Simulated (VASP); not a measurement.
# AlNi (Cmmm) in VASP: notebook

The runs below take AlNi through single point, with PBEsol.

Program: VASP 6.6.1. These are calculated values, not measurements. Logs are shortened: lines on timing, memory, paths and dates and some standing lists are left out, and cuts for length are marked.

### Step 1. The cell of the first run

Symmetry: Cmmm, No. 65, orthorhombic system. Conventional cell: a = 3.877 Å, b = 3.906 Å, c = 3.099 Å, α = 90.00°, β = 90.00°, γ = 90.00°. Al (site symmetry mmm) has 8 Ni at 2.48 to 2.49 Å and 6 Al at 2.75 to 3.10 Å within 3.3 Å. Within 3.3 Å of Ni (site symmetry mmm) lie 8 Al at 2.48 to 2.49 Å and 6 Ni at 2.75 to 3.10 Å.

### Step 2. Single point, PBEsol, collinear spin, ferromagnetic start

File INCAR:

```
SYSTEM = AlNi
PREC     = Accurate       ! precision mode
ENCUT    = 520            ! plane-wave cutoff, eV
EDIFF    = 1E-6           ! SCF threshold, eV
ISMEAR   = 0              ! smearing method
SIGMA    = 0.1            ! smearing width, eV
LREAL    = .False.        ! projectors in reciprocal space
LASPH    = .True.         ! aspherical terms in the spheres
NELM     = 150            ! most SCF steps
ALGO     = Normal         ! electronic algorithm
ISIF     = 2              ! what is computed and relaxed
LWAVE    = .False.        ! write WAVECAR
LCHARG   = .True.         ! write CHGCAR
ISPIN    = 2              ! spin polarisation
MAGMOM   = 0 1            ! initial moments
LORBIT   = 11             ! projections on sites
LMAXMIX  = 4              ! l up to which the mixer works
GGA      = PS             ! functional
LELF     = .True.         ! ELF
LVHAR    = .True.       
NBANDS   = 18             ! bands
```

File KPOINTS:

```
Automatic mesh
0
Gamma
  10 10 9
  0 0 0
```

File POSCAR:

```
AlNi
1.0
    1.9386940000     -1.9531901500      0.0000000000
    1.9386940000      1.9531901500      0.0000000000
    0.0000000000      0.0000000000      3.0994300400
Al Ni
1 1
Direct
    0.0000000000      0.0000000000      0.0000000000
    0.5000000000      0.5000000000      0.5000000000
```

Potentials or basis: VASP PAW PBE potentials, release 64 (Al, Ni).

Command:

```sh
cat potpaw_PBE.64/Al/POTCAR potpaw_PBE.64/Ni/POTCAR > POTCAR
mpirun -np 1 vasp_std > vasp.out
```

OUTCAR:

```text
SYSTEM = AlNi
   PREC = Accurate
   ENCUT = 520
   EDIFF = 1E-6
   ISMEAR = 0
   LREAL = .False.
   LASPH = .True.
   NELM = 150
   ISIF = 2
   ISPIN = 2
   LORBIT = 11
   GGA = PS

 ion  position               nearest neighbor table
   1  0.000  0.000  0.000-   2 2.48   2 2.48   2 2.48   2 2.48   2 2.49   2 2.49   2 2.49   2 2.49

   2  0.500  0.500  0.500-   1 2.48   1 2.48   1 2.48   1 2.48   1 2.49   1 2.49   1 2.49   1 2.49

  LATTYP: Found a base centered orthorhombic cell.
 ALAT       =     3.8773880000
 B/A-ratio  =     1.0074772759
 C/A-ratio  =     0.7993603013

  Lattice vectors:

 A1 = (   1.9386940000,  -1.9531901500,   0.0000000000)
 A2 = (   1.9386940000,   1.9531901500,   0.0000000000)
 A3 = (   0.0000000000,   0.0000000000,   3.0994300400)

Analysis of symmetry for initial positions (statically):
=====================================================================
 Subroutine PRICEL returns:
 Original cell was already a primitive cell.

 Routine SETGRP: Setting up the symmetry group for a
 base centered orthorhombic supercell.

 Subroutine GETGRP returns: Found  8 space group operations
 (whereof  8 operations were pure point group operations)
 out of a pool of  8 trial point group operations.

The static configuration has the point symmetry D_2h.

Analysis of symmetry for dynamics (positions and initial velocities):
=====================================================================
 Subroutine PRICEL returns:
 Original cell was already a primitive cell.

 Routine SETGRP: Setting up the symmetry group for a
 base centered orthorhombic supercell.

 Subroutine GETGRP returns: Found  8 space group operations
 (whereof  8 operations were pure point group operations)
 out of a pool of  8 trial point group operations.

The dynamic configuration has the point symmetry D_2h.

Analysis of structural, dynamic, and magnetic symmetry:
=====================================================================
 Subroutine PRICEL returns:
 Original cell was already a primitive cell.

 Routine SETGRP: Setting up the symmetry group for a
 base centered orthorhombic supercell.

 Subroutine GETGRP returns: Found  8 space group operations
 (whereof  8 operations were pure point group operations)
 out of a pool of  8 trial point group operations.

The overall configuration has the point symmetry D_2h.

 Subroutine INISYM returns: Found  8 space group operations
 (whereof  8 operations are pure point group operations),
 and found     1 'primitive' translations

----------------------------------------------------------------------------------------

                                     Primitive cell

  volume of cell :      23.4728

  direct lattice vectors                    reciprocal lattice vectors
     1.938694000 -1.953190150  0.000000000     0.257905580 -0.255991461  0.000000000
     1.938694000  1.953190150  0.000000000     0.257905580  0.255991461  0.000000000
     0.000000000  0.000000000  3.099430040     0.000000000  0.000000000  0.322639965

  length of vectors
     2.751996764  2.751996764  3.099430040     0.363382603  0.363382603  0.322639965

  position of ions in fractional coordinates (direct lattice)
     0.000000000  0.000000000  0.000000000
     0.500000000  0.500000000  0.500000000

  ion indices of the primitive-cell ions
   primitive index   ion index
                 1           1
                 2           2

----------------------------------------------------------------------------------------

 KPOINTS: Automatic mesh

Automatic generation of k-mesh.
 Grid dimensions read from file:
 generate k-points for:   10   10    9

 Generating k-lattice:

  Cartesian coordinates                     Fractional coordinates (reciprocal lattice)
     0.025790558 -0.025599146  0.000000000     0.100000000  0.000000000  0.000000000
     0.025790558  0.025599146  0.000000000     0.000000000  0.100000000  0.000000000
     0.000000000  0.000000000  0.035848885     0.000000000  0.000000000  0.111111111

  Length of vectors
     0.036338260  0.036338260  0.035848885

  Shift w.r.t. Gamma in fractional coordinates (k-lattice)
     0.000000000  0.000000000  0.000000000

 Subroutine IBZKPT returns following result:
 ===========================================

 Found    155 irreducible k-points:

 Following reciprocal coordinates:
            Coordinates               Weight
  0.000000  0.000000  0.000000      1.000000
  0.100000 -0.000000  0.000000      4.000000
  0.200000 -0.000000  0.000000      4.000000
  0.300000 -0.000000  0.000000      4.000000
  0.400000 -0.000000  0.000000      4.000000
  0.500000 -0.000000  0.000000      2.000000
[... 16 lines left out ...]
  0.300000  0.300000  0.000000      2.000000
  0.400000  0.300000  0.000000      4.000000
 [... further k-points ...]
   k-points           NKPTS =    155   k-points in BZ     NKDIM =    155   number of bands    NBANDS=     18
   number of dos      NEDOS =    301   number of ions     NIONS =      2
   total plane-waves  NPLWV =   9600
   dimension x,y,z NGX =    20 NGY =   20 NGZ =   24
   dimension x,y,z NGXF=    40 NGYF=   40 NGZF=   48
   ions per type =               1   1
   NGX,Y,Z   is equivalent  to a cutoff of  12.08, 12.08, 12.87 a.u.
   NGXF,Y,Z  is equivalent  to a cutoff of  24.16, 24.16, 25.75 a.u.
 SYSTEM =  AlNi
   PREC   = accura    normal or accurate (medium, high low for compatibility)
   ISTART =      0    job   : 0-new  1-cont  2-samecut
   ICHARG =      2    charge: 1-file 2-atom 10-const
   ISPIN  =      2    spin polarized calculation?
   LNONCOLLINEAR =      F non collinear calculations
   LSORBIT =      F    spin-orbit coupling
   LASPH  =      T    aspherical Exc in radial PAW
   ENCUT  =  520.0 eV  38.22 Ry    6.18 a.u.   5.12  5.12  5.76*2*pi/ulx,y,z
   NELM   =    150;   NELMIN=  2; NELMDL= -5     # of ELM steps
   EDIFF  = 0.1E-05   stopping-criterion for ELM
   LREAL  =      F    real-space projection
   EDIFFG = 0.1E-04   stopping-criterion for IOM
   NSW    =      0    number of steps for IOM
   IBRION =     -1    ionic relax: 0-MD 1-quasi-New 2-CG
   NFREE  =      0    steps in history (QN), initial steepest desc. (CG)
   ISIF   =      2    stress and relaxation
   ISYM   =      2    0-nonsym 1-usesym 2-fastsym
   POTIM  = 0.5000    time-step for ionic-motion
   TEBEG  =    0.0;   TEEND  =   0.0 temperature during run
   PSTRESS=    0.0 pullay stress
   NELECT =      13.0000    total number of electrons
   NUPDOWN=      -1.0000    fix difference up-down
   EMIN   =  10.00;   EMAX   =-10.00  energy-range for DOS
   EFERMI =   0.00;   METHOD = LEGACY
   ISMEAR =     0;   SIGMA  =   0.10  broadening in eV -4-tet -1-fermi 0-gaus
   EFERMI_NEDOS =   21; number of points for ismear=-14 and -15
   IALGO  =     38    algorithm
   IMIX   =      4    mixing-type and parameters
     AMIX     =   0.40;   BMIX     =  1.00
     AMIX_MAG =   1.60;   BMIX_MAG =  1.00
  volume/ion in A,a.u.               =      11.74        79.20
  Fermi-wavevector in a.u.,A,eV,Ry     =   1.344417  2.540580 24.591955  1.807458
  Thomas-Fermi vector in A             =   2.472413
   LORBIT       =     11    0 simple, 1 ext, 2 COOP (PROOUT), +10 PAW based schemes
   GGA     = PS    functional components
   LHFCALC =     F    Hartree Fock is set to
   AEXX    =    0.0000 exact exchange contribution
   IVDW    =     0    specifies the selected vdW correction
   LEPSILON=     F    determine dielectric tensor
   LRPA    =     F    only Hartree local field effects (RPA)
 spin polarized calculation
 Gauss-broadening in eV      SIGMA  =   0.10
  energy-cutoff  :      520.00
  volume of cell :       23.47
 maximum number of plane-waves:       646
   NGX = 11   NGY = 11   NGZ = 11

 number of electron      13.0000022 magnetization      -0.0001819

 number of electron      13.0000022 magnetization       0.0002428

 Free energy of the ion-electron system (eV)
  ---------------------------------------------------
  ext. energy  EPLUGINS =         0.00000000
  ---------------------------------------------------
  free energy    TOTEN  =       -11.54455421 eV

  energy without entropy =      -11.54025436  energy(sigma->0) =      -11.54240429

 E-fermi :  10.1310     XC(G=0): -12.2564

 val. band max:       10.1221293053   @ k =   0.4000   0.2000   0.1111
 cond. band min:      10.1338574714   @ k =  -0.4000   0.2000   0.1111
 fundamental gap:      0.0117281661
 Fermi energy:        10.1309500395

 spin component 1

 k-point     1 :       0.0000    0.0000    0.0000
  band No.  band energies     occupation
      1      -1.1362      1.00000
      2       6.7195      1.00000
      3       6.8625      1.00000
      4       8.4868      1.00000
      5       8.5059      1.00000
      6       8.7991      1.00000
[... 10 lines left out ...]
     17      33.5634      0.00000
     18      33.5701      0.00000
[... 463 lines left out ...]
 k-point    24 :       0.4000    0.3000    0.0000
  band No.  band energies     occupation
      1       3.4868      1.00000
      2       5.9922      1.00000
      3       7.4954      1.00000
      4       7.6573      1.00000
      5       7.9673      1.00000
      6       7.9998      1.00000
[... 10 lines left out ...]
     17      33.2717      0.00000
     18      34.2731      0.00000

 [... further k-points ...]

 spin component 2

 k-point     1 :       0.0000    0.0000    0.0000
  band No.  band energies     occupation
      1      -1.1362      1.00000
      2       6.7197      1.00000
      3       6.8629      1.00000
      4       8.4869      1.00000
      5       8.5060      1.00000
      6       8.7991      1.00000
[... 10 lines left out ...]
     17      33.5632      0.00000
     18      33.5692      0.00000
[... 463 lines left out ...]
 k-point    24 :       0.4000    0.3000    0.0000
  band No.  band energies     occupation
      1       3.4868      1.00000
      2       5.9922      1.00000
      3       7.4955      1.00000
      4       7.6574      1.00000
      5       7.9674      1.00000
      6       7.9999      1.00000
[... 10 lines left out ...]
     17      33.2717      0.00000
     18      34.2731      0.00000

 [... further k-points ...]

------------------------ aborting loop because EDIFF is reached ----------------------------------------

  FORCE on cell =-STRESS in cart. coord.  units (eV):
  Direction    XX          YY          ZZ          XY          YZ          ZX
  --------------------------------------------------------------------------------------
  -------------------------------------------------------------------------------------
  Total        0.5742934      0.3266712     -0.6170183      0.0000000      0.0000000      0.0000000
  in kB       39.1993420     22.2974828    -42.1155982      0.0000000      0.0000000      0.0000000
  external PRESSURE =       6.4604089 kB  Pullay stress =       0.0000000 kB

 VOLUME and BASIS-vectors are now :
 -----------------------------------------------------------------------------
  energy-cutoff  :      520.00
  volume of cell :       23.47
      direct lattice vectors                 reciprocal lattice vectors
     1.938694000 -1.953190150  0.000000000     0.257905580 -0.255991461  0.000000000
     1.938694000  1.953190150  0.000000000     0.257905580  0.255991461  0.000000000
     0.000000000  0.000000000  3.099430040     0.000000000  0.000000000  0.322639965

 POSITION                                       TOTAL-FORCE (eV/Angst)
 -----------------------------------------------------------------------------------
      0.00000      0.00000      0.00000         0.000000      0.000000      0.000000
      1.93869      0.00000      1.54972        -0.000000     -0.000000      0.000000
 -----------------------------------------------------------------------------------
    total drift:                                0.000000      0.000000      0.000000

  FREE ENERGIE OF THE ION-ELECTRON SYSTEM (eV)
  ---------------------------------------------------
  free  energy   TOTEN  =       -11.5445542117 eV

  energy  without entropy=      -11.5402543644  energy(sigma->0) =      -11.54240429

 total charge

# of ion       s       p       d       tot
------------------------------------------
    1        0.387   0.424   0.000   0.811
    2        0.490   0.535   8.481   9.507
--------------------------------------------------
tot          0.877   0.959   8.481  10.317

 magnetization (x)

# of ion       s       p       d       tot
------------------------------------------
    1        0.000   0.000   0.000   0.000
    2        0.000  -0.000   0.000   0.000
--------------------------------------------------
tot          0.000   0.000   0.000   0.000
```

Run time: 43 s. Hardware: 1 thread of Intel Xeon 6975P-C (Granite Rapids), shared host; peak memory 0.21 GiB.

What came out:

* Free energy: -11.5446 eV
* Pressure: 0.6 GPa
* Net moment: 0.00 μB per cell
* Valence electrons inside the program's atomic spheres: Al 0.81; Ni 9.51

Caveat: the PAW data sets were made with another functional, which shifts forces and pressure a little.

### Step 3. Single point, PBEsol, collinear spin, ferromagnetic start

This run uses another cell than the first one, of 12.03 Å³/atom.

File INCAR:

```
PREC = Accurate
ENCUT = 520
EDIFF = 1E-7
ISMEAR = 0
SIGMA = 0.1
LREAL = False
LASPH = True
NELM = 150
ALGO = Normal
ISIF = 2
LWAVE = False
LCHARG = False
ISPIN = 2
MAGMOM = 0 1
LORBIT = 11
LMAXMIX = 4
GGA = PS
NBANDS = 18
```

File KPOINTS:

```
Automatic mesh
0
Gamma
  10 10 9
```

File POSCAR:

```
AlNi
1.0
    1.9547169911     -1.9693329494      0.0000000000
    1.9547169911      1.9693329494      0.0000000000
    0.0000000000      0.0000000000      3.1250463260
Al Ni
1 1
Direct
    0.0000000000      0.0000000000      0.0000000000
    0.5000000000      0.5000000000      0.5000000000
```

Potentials or basis: VASP PAW PBE potentials, release 64 (Al, Ni).

Command:

```sh
cat potpaw_PBE.64/Al/POTCAR potpaw_PBE.64/Ni/POTCAR > POTCAR
mpirun -np 1 vasp_std > vasp.out
```

It took 44 s on 1 thread of Intel Xeon 6975P-C (Granite Rapids), shared host; peak memory 0.22 GiB.

The run converged. Its results:

* Free energy: -11.5392 eV
* Pressure: -3.5 GPa
* Net moment: 0.00 μB per cell
* Valence electrons inside the program's atomic spheres: Al 0.80; Ni 9.46

Stress tensor (GPa, compression positive):
```
-0.41  0.00  0.00
 0.00 -1.99  0.00
 0.00  0.00 -8.03
```

Levels at points of the mesh, in eV from the Fermi level:
Spin up:
```csv
k point,band 5,band 6,band 7,band 8,band 9,band 10
"(0.00, 0.00, 0.00)",-1.57,-1.29,2.90,6.92,6.97,7.10
"(0.50, 0.00, 0.00)",-1.98,-1.46,-0.33,7.71,7.91,9.20
"(0.50, 0.50, 0.00)",-2.34,-2.24,-0.80,2.18,3.19,10.58
```
Spin down:
| k point | band 5 | band 6 | band 7 | band 8 | band 9 | band 10 |
| --- | --- | --- | --- | --- | --- | --- |
| (0.00, 0.00, 0.00) | -1.57 | -1.29 | 2.90 | 6.92 | 6.97 | 7.10 |
| (0.50, 0.00, 0.00) | -1.98 | -1.46 | -0.33 | 7.71 | 7.91 | 9.20 |
| (0.50, 0.50, 0.00) | -2.34 | -2.24 | -0.80 | 2.18 | 3.19 | 10.58 |

Caveat: the cell stands under tension; the PAW data sets were made with another functional, which shifts forces and pressure a little.

### Step 4. Single point, PBEsol, collinear spin, ferromagnetic start

This run uses another cell than the first one, of 12.32 Å³/atom.

File INCAR:

```
PREC     = Accurate       # precision mode
ENCUT    = 520            # plane-wave cutoff, eV
EDIFF    = 1E-6           # SCF threshold, eV
ISMEAR   = 0              # smearing method
SIGMA    = 0.1            # smearing width, eV
LREAL    = False          # projectors in reciprocal space
LASPH    = True           # aspherical terms in the spheres
NELM     = 150            # most SCF steps
ALGO     = Normal         # electronic algorithm
ISIF     = 2              # what is computed and relaxed
LWAVE    = False          # write WAVECAR
LCHARG   = True           # write CHGCAR
ISPIN    = 2              # spin polarisation
MAGMOM   = 0 1            # initial moments
LORBIT   = 11             # projections on sites
LMAXMIX  = 4              # l up to which the mixer works
GGA      = PS             # functional
LELF     = True           # ELF
LVHAR    = True         
NBANDS   = 18             # bands
```

KPOINTS is that of step 3.

File POSCAR:

```
AlNi
1.0
    1.9704815186     -1.9852153526      0.0000000000
    1.9704815186      1.9852153526      0.0000000000
    0.0000000000      0.0000000000      3.1502494009
Al Ni
1 1
Direct
    0.0000000000      0.0000000000      0.0000000000
    0.5000000000      0.5000000000      0.5000000000
```

Command:

```sh
cat potpaw_PBE.64/Al/POTCAR potpaw_PBE.64/Ni/POTCAR > POTCAR
mpirun -np 1 vasp_std > vasp.out
```

Wall time 44 s (1 thread of Intel Xeon 6975P-C (Granite Rapids), shared host); peak memory 0.22 GiB.

Results (log left out):

| Item | Value |
| --- | --- |
| Free energy | -11.5199 eV |
| Pressure | -7.0 GPa |
| Net moment | 0.00 μB per cell |
| Valence electrons inside the program's atomic spheres | Al 0.78; Ni 9.42 |

Stress tensor (GPa, compression positive):
```
 -4.11   0.00   0.00
  0.00  -5.57   0.00
  0.00   0.00 -11.24
```

Levels at points of the mesh, in eV from the Fermi level:
Spin up:
```csv
k point,band 5,band 6,band 7,band 8,band 9,band 10
"(0.00, 0.00, 0.00)",-1.52,-1.24,2.85,6.80,6.84,7.01
"(0.50, 0.00, 0.00)",-1.92,-1.41,-0.33,7.63,7.88,9.00
"(0.50, 0.50, 0.00)",-2.26,-2.18,-0.78,2.13,3.05,10.36
```
Spin down:
```
           k point  band 3  band 4  band 5  band 6  band 7  band 8  band 9  band 10  band 11  band 12
(0.00, 0.00, 0.00)   -3.04   -1.54   -1.52   -1.24    2.85    6.80    6.84     7.01     8.53    13.81
(0.50, 0.00, 0.00)   -2.59   -2.57   -1.92   -1.41   -0.33    7.63    7.88     9.00    11.36    12.20
(0.50, 0.50, 0.00)   -2.30   -2.27   -2.26   -2.18   -0.77    2.13    3.05    10.36    13.15    13.28
```

Caveat: the cell stands under tension; the PAW data sets were made with another functional, which shifts forces and pressure a little.

[end of part 1 of 2]
